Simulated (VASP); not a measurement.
# ZrTa3Be (P4mm) in VASP: relaxation of cell and atoms with PBE

Aim: the relaxation of cell and atoms of ZrTa3Be with PBE.

Everything below comes from runs of VASP 6.6.1. Logs are shortened: lines on timing, memory, paths and dates and some standing lists are left out, and cuts for length are marked.

## 1. The cell of the first run

The structure is tetragonal, space group P4mm (No. 99). The conventional cell has a = 3.973 Å, b = 3.973 Å, c = 4.023 Å, α = 90.00°, β = 90.00°, γ = 90.00°. Within 3.7 Å of Zr (site symmetry 4mm) lie 12 Ta at 2.78 to 2.87 Å and 8 Be at 3.42 to 3.49 Å. Ta (site symmetry 4mm) has 2 Be at 1.85 to 2.17 Å within 2.5 Å. Within 2.6 Å of Ta (site symmetry 2mm) lie 2 Be at 1.99 Å. Be (site symmetry 4mm) has 6 Ta at 1.85 to 2.17 Å within 2.5 Å.

## 2. Relaxation of cell and atoms, PBE

File INCAR:

```
SYSTEM = ZrTa3Be
ALGO = Normal
EDIFF = 1E-6
EDIFFG = -0.04
ENCUT = 600
GGA = PE
IBRION = 2
ISIF = 3
ISMEAR = 0
LASPH = .True.
LCHARG = .False.
LREAL = .False.
LWAVE = .False.
NELM = 80
NSW = 90
PREC = Accurate
SIGMA = 0.1
```

File KPOINTS:

```
k-points
0
Gamma
  4 4 4
  0 0 0
```

File POSCAR:

```
ZrTa3Be
1.0
    3.9727329155      0.0000000000      0.0000000000
    0.0000000000      3.9727329155      0.0000000000
    0.0000000000      0.0000000000      4.0225165360
Zr Ta Be
1 3 1
Direct
    0.0000000000      0.0000000000      0.0000000000
    0.5000000000      0.5000000000      0.9750000000
    0.0000000000      0.5000000000      0.4850000000
    0.5000000000      0.0000000000      0.4850000000
    0.5000000000      0.5000000000      0.5150000000
```

Potentials or basis: VASP PAW PBE potentials, release 64 (Zr_sv, Ta_pv, Be).

The run is started by

```console
$ cat potpaw_PBE.64/Zr_sv/POTCAR potpaw_PBE.64/Ta_pv/POTCAR potpaw_PBE.64/Be/POTCAR > POTCAR
$ mpirun -np 1 vasp_std > vasp.out
```

OUTCAR:

```text
SYSTEM = ZrTa3Be
   EDIFF = 1E-6
   EDIFFG = -0.04
   ENCUT = 600
   GGA = PE
   IBRION = 2
   ISIF = 3
   ISMEAR = 0
   LASPH = .True.
   LREAL = .False.
   NELM = 80
   NSW = 90
   PREC = Accurate

 ion  position               nearest neighbor table
   1  0.000  0.000  0.000-   3 2.78   4 2.78   3 2.78   4 2.78   2 2.81   2 2.81   2 2.81   2 2.81
                             3 2.87   4 2.87   4 2.87   3 2.87
   2  0.500  0.500  0.975-   5 1.85   5 2.17   4 2.80   3 2.80   4 2.80   3 2.80   1 2.81   1 2.81
                             1 2.81   1 2.81   3 2.86   4 2.86   4 2.86   3 2.86
   3  0.000  0.500  0.485-   5 1.99   5 1.99   1 2.78   1 2.78   2 2.80   2 2.80   4 2.81   4 2.81
                             4 2.81   4 2.81   2 2.86   2 2.86   1 2.87   1 2.87
   4  0.500  0.000  0.485-   5 1.99   5 1.99   1 2.78   1 2.78   2 2.80   2 2.80   3 2.81   3 2.81
                             3 2.81   3 2.81   2 2.86   2 2.86   1 2.87   1 2.87
   5  0.500  0.500  0.515-   2 1.85   3 1.99   4 1.99   4 1.99   3 1.99   2 2.17

  LATTYP: Found a simple tetragonal cell.
 ALAT       =     3.9727329155
 C/A-ratio  =     1.0125313283

  Lattice vectors:

 A1 = (   3.9727329155,   0.0000000000,   0.0000000000)
 A2 = (   0.0000000000,   3.9727329155,   0.0000000000)
 A3 = (   0.0000000000,   0.0000000000,   4.0225165360)

Analysis of symmetry for initial positions (statically):
=====================================================================
 Subroutine PRICEL returns:
 Original cell was already a primitive cell.

 Routine SETGRP: Setting up the symmetry group for a
 simple tetragonal supercell.

 Subroutine GETGRP returns: Found  8 space group operations
 (whereof  8 operations were pure point group operations)
 out of a pool of 16 trial point group operations.

The static configuration has the point symmetry C_4v.

Analysis of symmetry for dynamics (positions and initial velocities):
=====================================================================
 Subroutine PRICEL returns:
 Original cell was already a primitive cell.

 Routine SETGRP: Setting up the symmetry group for a
 simple tetragonal supercell.

 Subroutine GETGRP returns: Found  8 space group operations
 (whereof  8 operations were pure point group operations)
 out of a pool of 16 trial point group operations.

The dynamic configuration has the point symmetry C_4v.

 Subroutine INISYM returns: Found  8 space group operations
 (whereof  8 operations are pure point group operations),
 and found     1 'primitive' translations

----------------------------------------------------------------------------------------

                                     Primitive cell

  volume of cell :      63.4858

  direct lattice vectors                    reciprocal lattice vectors
     3.972732915  0.000000000  0.000000000     0.251715890  0.000000000  0.000000000
     0.000000000  3.972732915  0.000000000     0.000000000  0.251715890  0.000000000
     0.000000000  0.000000000  4.022516536     0.000000000  0.000000000  0.248600594

  length of vectors
     3.972732915  3.972732915  4.022516536     0.251715890  0.251715890  0.248600594

  position of ions in fractional coordinates (direct lattice)
     0.000000000  0.000000000  0.000000000
     0.500000000  0.500000000  0.975000000
     0.000000000  0.500000000  0.485000000
     0.500000000  0.000000000  0.485000000
     0.500000000  0.500000000  0.515000000

  ion indices of the primitive-cell ions
   primitive index   ion index
                 1           1
                 2           2
                 3           3
                 4           4
                 5           5

----------------------------------------------------------------------------------------

 KPOINTS: k-points

Automatic generation of k-mesh.
 Grid dimensions read from file:
 generate k-points for:    4    4    4

 Generating k-lattice:

  Cartesian coordinates                     Fractional coordinates (reciprocal lattice)
     0.062928972  0.000000000  0.000000000     0.250000000  0.000000000  0.000000000
     0.000000000  0.062928972  0.000000000     0.000000000  0.250000000  0.000000000
     0.000000000  0.000000000  0.062150148     0.000000000  0.000000000  0.250000000

  Length of vectors
     0.062928972  0.062928972  0.062150148

  Shift w.r.t. Gamma in fractional coordinates (k-lattice)
     0.000000000  0.000000000  0.000000000

 Subroutine IBZKPT returns following result:
 ===========================================

 Found     18 irreducible k-points:

 Following reciprocal coordinates:
            Coordinates               Weight
  0.000000  0.000000  0.000000      1.000000
  0.250000  0.000000  0.000000      4.000000
  0.500000  0.000000  0.000000      2.000000
  0.250000  0.250000  0.000000      4.000000
  0.500000  0.250000  0.000000      4.000000
  0.500000  0.500000  0.000000      1.000000
[... 10 lines left out ...]
  0.500000  0.250000  0.500000      4.000000
  0.500000  0.500000  0.500000      1.000000
   k-points           NKPTS =     18   k-points in BZ     NKDIM =     18   number of bands    NBANDS=     28
   number of dos      NEDOS =    301   number of ions     NIONS =      5
   total plane-waves  NPLWV =  32768
   dimension x,y,z NGX =    32 NGY =   32 NGZ =   32
   dimension x,y,z NGXF=    64 NGYF=   64 NGZF=   64
   ions per type =               1   3   1
   NGX,Y,Z   is equivalent  to a cutoff of  13.39, 13.39, 13.23 a.u.
   NGXF,Y,Z  is equivalent  to a cutoff of  26.78, 26.78, 26.45 a.u.
 SYSTEM =  ZrTa3Be
   PREC   = accura    normal or accurate (medium, high low for compatibility)
   ISTART =      0    job   : 0-new  1-cont  2-samecut
   ICHARG =      2    charge: 1-file 2-atom 10-const
   ISPIN  =      1    spin polarized calculation?
   LNONCOLLINEAR =      F non collinear calculations
   LSORBIT =      F    spin-orbit coupling
   LASPH  =      T    aspherical Exc in radial PAW
   ENCUT  =  600.0 eV  44.10 Ry    6.64 a.u.   7.93  7.93  8.03*2*pi/ulx,y,z
   NELM   =     80;   NELMIN=  2; NELMDL= -5     # of ELM steps
   EDIFF  = 0.1E-05   stopping-criterion for ELM
   LREAL  =      F    real-space projection
   EDIFFG = -.4E-01   stopping-criterion for IOM
   NSW    =     90    number of steps for IOM
   IBRION =      2    ionic relax: 0-MD 1-quasi-New 2-CG
   NFREE  =      1    steps in history (QN), initial steepest desc. (CG)
   ISIF   =      3    stress and relaxation
   ISYM   =      2    0-nonsym 1-usesym 2-fastsym
   POTIM  = 0.5000    time-step for ionic-motion
   TEBEG  =    0.0;   TEEND  =   0.0 temperature during run
   PSTRESS=    0.0 pullay stress
   NELECT =      47.0000    total number of electrons
   NUPDOWN=      -1.0000    fix difference up-down
   EMIN   =  10.00;   EMAX   =-10.00  energy-range for DOS
   EFERMI =   0.00;   METHOD = LEGACY
   ISMEAR =     0;   SIGMA  =   0.10  broadening in eV -4-tet -1-fermi 0-gaus
   EFERMI_NEDOS =   21; number of points for ismear=-14 and -15
   IALGO  =     38    algorithm
   IMIX   =      4    mixing-type and parameters
     AMIX     =   0.40;   BMIX     =  1.00
     AMIX_MAG =   1.60;   BMIX_MAG =  1.00
  volume/ion in A,a.u.               =      12.70        85.68
  Fermi-wavevector in a.u.,A,eV,Ry     =   1.480978  2.798643 29.841599  2.193296
  Thomas-Fermi vector in A             =   2.594945
   LORBIT       =      0    0 simple, 1 ext, 2 COOP (PROOUT), +10 PAW based schemes
   GGA     = PE    functional components
   LHFCALC =     F    Hartree Fock is set to
   AEXX    =    0.0000 exact exchange contribution
   IVDW    =     0    specifies the selected vdW correction
   LEPSILON=     F    determine dielectric tensor
   LRPA    =     F    only Hartree local field effects (RPA)
 conjugate gradient relaxation of ions
 non-spin polarized calculation
 Gauss-broadening in eV      SIGMA  =   0.10
  energy-cutoff  :      600.00
  volume of cell :       63.49
 maximum number of plane-waves:      2176
 NGX is ok and might be reduce to    32
   NGX = 15   NGY = 15   NGZ = 17

--------------------------------------- Ionic step        1  -------------------------------------------

 number of electron      46.9999995 magnetization

 Free energy of the ion-electron system (eV)
  ---------------------------------------------------
  ext. energy  EPLUGINS =         0.00000000
  ---------------------------------------------------
  free energy    TOTEN  =       -37.74514721 eV

  energy without entropy =      -37.71691668  energy(sigma->0) =      -37.73103194

------------------------ aborting loop because EDIFF is reached ----------------------------------------

  FORCE on cell =-STRESS in cart. coord.  units (eV):
  Direction    XX          YY          ZZ          XY          YZ          ZX
  --------------------------------------------------------------------------------------
  -------------------------------------------------------------------------------------
  Total       40.8505744     40.8505744     41.8076189      0.0000000      0.0000000      0.0000000
  in kB     1030.9371147   1030.9371147   1055.0898381      0.0000000      0.0000000      0.0000000
  external PRESSURE =    1038.9880225 kB  Pullay stress =       0.0000000 kB
[... 26 lines left out ...]
--------------------------------------- Ionic step        2  -------------------------------------------

 number of electron      47.0000001 magnetization

 E-fermi :   1.6508     XC(G=0):  -8.9210

 val. band max:        1.6413581957   @ k =   0.5000   0.5000   0.2500
 cond. band min:       1.6719583216   @ k =   0.0000   0.0000   0.0000
 fundamental gap:      0.0306001259
 Fermi energy:         1.6507809236

 k-point     1 :       0.0000    0.0000    0.0000
  band No.  band energies     occupation
      1     -48.6577      2.00000
      2     -33.9668      2.00000
      3     -33.9622      2.00000
      4     -33.9449      2.00000
      5     -33.9449      2.00000
      6     -33.8546      2.00000
[... 618 lines left out ...]
  FREE ENERGIE OF THE ION-ELECTRON SYSTEM (eV)
  ---------------------------------------------------
  free  energy   TOTEN  =       -44.9801252575 eV

  energy  without entropy=      -44.9387570893  energy(sigma->0) =      -44.95944117

[... ionic steps 4 to 32 ...]

--------------------------------------- Ionic step       33  -------------------------------------------

 number of electron      47.0000007 magnetization

------------------------ aborting loop because EDIFF is reached ----------------------------------------
[... 73 lines left out ...]
--------------------------------------- Ionic step       35  -------------------------------------------

 number of electron      47.0000008 magnetization

 Free energy of the ion-electron system (eV)
  ---------------------------------------------------
  ext. energy  EPLUGINS =         0.00000000
  ---------------------------------------------------
  free energy    TOTEN  =       -45.70778548 eV

  energy without entropy =      -45.68149650  energy(sigma->0) =      -45.69464099

 E-fermi :   6.0023     XC(G=0): -11.5528

 val. band max:        5.9895372536   @ k =   0.5000   0.2500   0.2500
 cond. band min:       6.0062918120   @ k =   0.5000   0.2500   0.0000
 fundamental gap:      0.0167545584
 Fermi energy:         6.0023378831

 k-point     1 :       0.0000    0.0000    0.0000
  band No.  band energies     occupation
      1     -43.1722      2.00000
      2     -28.5783      2.00000
      3     -28.5783      2.00000
      4     -28.5495      2.00000
      5     -28.2283      2.00000
      6     -28.1718      2.00000
[... 579 lines left out ...]
  FREE ENERGIE OF THE ION-ELECTRON SYSTEM (eV)
  ---------------------------------------------------
  free  energy   TOTEN  =       -45.7077854837 eV

  energy  without entropy=      -45.6814965008  energy(sigma->0) =      -45.69464099

 reached required accuracy - stopping structural energy minimisation
```

Run time: 11 min. Hardware: 1 thread of Intel Xeon Platinum 8488C (Sapphire Rapids), shared host; peak memory 0.2 GiB.

Results:

- Free energy: -45.7078 eV
- Relaxed volume: 18.58 Å³/atom
- Relaxed cell: a = 4.328 Å, b = 4.328 Å, c = 4.960 Å, α = 90.00°, β = 90.00°, γ = 90.00°
- Space group after relaxing (to 0.05 Å): P4mm (No. 99)
- Energy gained by relaxing: 1592.5 meV/atom
- Ionic steps: 35
- Pressure after relaxing: 0.0 GPa
- Largest force after relaxing: 0.013 eV/Å

Forces in eV/Å, atoms in the order of the input:
```
Zr   0.000  0.000  0.008
Ta   0.000  0.000 -0.001
Ta   0.000  0.000 -0.009
Ta   0.000  0.000 -0.009
Be   0.000  0.000  0.013
```

The path:
| step | energy change (eV) | largest force (eV/Å) | pressure (GPa) | volume (Å³) |
| --- | --- | --- | --- | --- |
| 1 | 0.0000 | 6.2678 | 103.90 | 63.49 |
| 2 | 3.8367 | 1.7442 | -23.98 | 173.17 |
| 3 | -7.2350 | 2.5580 | -6.17 | 97.08 |
| 4 | -7.3693 | 2.4445 | -1.02 | 93.31 |
| 5 | -7.3877 | 2.3742 | 1.90 | 91.48 |
| 6 | -7.4903 | 1.0919 | -4.13 | 94.91 |
| 7 | -7.5406 | 0.3706 | -2.22 | 93.62 |
| 8 | -7.5482 | 0.4520 | 1.84 | 91.08 |
| 9 | -7.5547 | 0.2279 | 0.15 | 92.10 |
| 10 | -7.5592 | 0.1979 | 0.21 | 92.05 |
| 11 | -7.5711 | 0.3236 | 0.45 | 91.90 |
| 12 | -7.5828 | 0.6152 | 1.09 | 91.58 |
| 13 | -7.5841 | 0.6150 | 1.07 | 91.60 |
| 14 | -7.5879 | 0.6111 | 0.97 | 91.66 |
| 15 | -7.5952 | 0.5983 | 0.78 | 91.80 |
| 16 | -7.6077 | 0.5513 | 0.41 | 92.06 |
| 17 | -7.6181 | 0.3998 | -0.32 | 92.58 |
| 18 | -7.6301 | 0.3436 | -0.45 | 92.67 |
| 19 | -7.6603 | 0.2151 | -0.81 | 92.95 |
| 20 | -7.6824 | 0.2961 | -1.11 | 93.50 |
| 21 | -7.7438 | 0.1902 | -0.48 | 93.26 |
| 22 | -7.8574 | 0.7158 | 1.79 | 92.41 |
| 23 | -7.8643 | 1.0341 | 3.09 | 91.97 |
| 24 | -7.9240 | 0.4995 | -0.16 | 93.82 |
| 25 | -7.9307 | 0.2435 | -1.84 | 94.84 |
| 26 | -7.9488 | 0.2261 | -0.84 | 93.99 |
| 27 | -7.9579 | 0.2340 | 0.60 | 92.84 |
| 28 | -7.9613 | 0.1083 | -0.09 | 93.07 |
| 29 | -7.9613 | 0.1026 | -0.16 | 93.10 |
| 30 | -7.9619 | 0.0802 | 0.00 | 92.96 |
| 31 | -7.9622 | 0.0548 | 0.21 | 92.78 |
| 32 | -7.9625 | 0.0573 | -0.01 | 92.93 |
| 33 | -7.9625 | 0.0569 | -0.10 | 92.97 |
| 34 | -7.9625 | 0.0572 | -0.09 | 92.96 |
| 35 | -7.9626 | 0.0125 | 0.03 | 92.90 |

Final structure:
```yaml
crystal:
  lattice:
    - [4.32807, 0.00000, 0.00000]
    - [0.00000, 4.32807, 0.00000]
    - [0.00000, 0.00000, 4.95950]
  atoms:
    - { symbol: Zr, position: [0.00000, 0.00000, 0.92576] }
    - { symbol: Ta, position: [0.50000, 0.50000, 0.07542] }
    - { symbol: Ta, position: [0.00000, 0.50000, 0.42555] }
    - { symbol: Ta, position: [0.50000, 0.00000, 0.42555] }
    - { symbol: Be, position: [0.50000, 0.50000, 0.60772] }
```

Levels at points of the mesh, in eV from the Fermi level:
```tsv
k point	band 21	band 22	band 23	band 24	band 25	band 26	band 27	band 28
(0.00, 0.00, 0.00)	-1.03	0.31	0.34	0.34	1.15	1.15	2.56	2.57
(0.50, 0.00, 0.00)	-1.27	-1.18	-0.87	-0.52	0.06	0.98	1.19	1.44
(0.50, 0.50, 0.00)	-1.47	-0.49	-0.48	-0.48	0.29	0.42	0.68	0.68
(0.00, 0.00, 0.50)	-1.67	-1.09	-1.09	-0.54	0.66	0.95	1.34	1.34
(0.50, 0.00, 0.50)	-1.27	-1.05	-0.45	-0.43	-0.09	0.70	0.76	1.22
(0.50, 0.50, 0.50)	-0.44	-0.33	-0.22	-0.22	0.02	0.86	0.86	1.25
```

Caveat: the k points lie up to 0.36 Å⁻¹ apart in the final cell; the volume moved by over 15 % at a fixed basis, so the end points are rough; spin-orbit coupling is left out, which moves the levels of the heavy elements.
